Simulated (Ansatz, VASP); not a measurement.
**Two plane-wave programs on SnSe2**

The input INCAR:

```
SYSTEM = SnSe2
  PREC = Accurate
  ENCUT = 520
  EDIFF = 1E-7
  ISMEAR = 0
  SIGMA = 0.01
  LREAL = .False.
  LASPH = .True.
  NELM = 100
  ALGO = Normal
  ISIF = 2
  LWAVE = .False.
  LCHARG = .True.
  GGA = PE
  LELF = .True.
  LVHAR = .True.
  NBANDS = 20
```

The input KPOINTS:

```
Automatic mesh
0
Gamma
  6 6 4
  0 0 0
```

Contents of POSCAR:

```
SnSe2
1.0
    3.7594936861      0.0000000000      0.0000000000
   -1.8797468431      3.2558142617      0.0000000000
    0.0000000000      0.0000000000      6.0530709152
Sn Se
1 2
Direct
    0.0000000000      0.0000000000      0.0000000000
    0.3333333333      0.6666666667      0.2490000000
    0.6666666667      0.3333333333      0.7510000000
```

Input for Ansatz:

```yaml
crystal:
  lattice:
    - [3.759493686109369, 0.0, 0.0]
    - [-1.8797468430546844, 3.255814261744708, 0.0]
    - [0.0, 0.0, 6.053070915236706]
  atoms:
    - { symbol: Sn, position: [0.0, 0.0, 0.0] }
    - { symbol: Se, position: [0.3333333333333333, 0.6666666666666666, 0.249] }
    - { symbol: Se, position: [0.6666666666666666, 0.3333333333333333, 0.751] }
basis:
  ecutwfc: 420.0
kpoints:
  mp_grid:
    grid: [6, 6, 4]
hamiltonian:
  xc: pbe
  pseudopotentials:
    kind: paw
scf:
  convergence:
    dr2_threshold: 1.0e-09
  occupations:
    method: fixed
output:
  stress: true
```

Alike in both runs: task single point; functional PBE; k mesh 6 × 6 × 4; no spin polarisation.

|  | VASP | Ansatz |
| --- | --- | --- |
| version | VASP 6.6.1 | Ansatz 0.2.0 |
| potentials or method | VASP PAW PBE potentials, release 64 (Sn_d, Se), cutoff 520 eV | plane waves, PAW |
| occupations | gaussian, width 0.01 eV | fixed |
| valence electrons in the cell | 26 | 46 |

Ansatz gave:

| Property | Result |
| --- | --- |
| pressure (GPa) | 9.2 |
| traceless stress, the component that is largest in VASP (GPa) | 0.81 |

Q: Which values does VASP return?

A: Pressure (GPa): 9.3; traceless stress, the component that is largest in VASP (GPa): 0.81.

VASP's potentials hold 26 valence electrons a cell and Ansatz's 46, so a difference there can come from the potentials and not from the codes. Ansatz's warnings: stress scf threshold loose, structure snapped to symmetry.
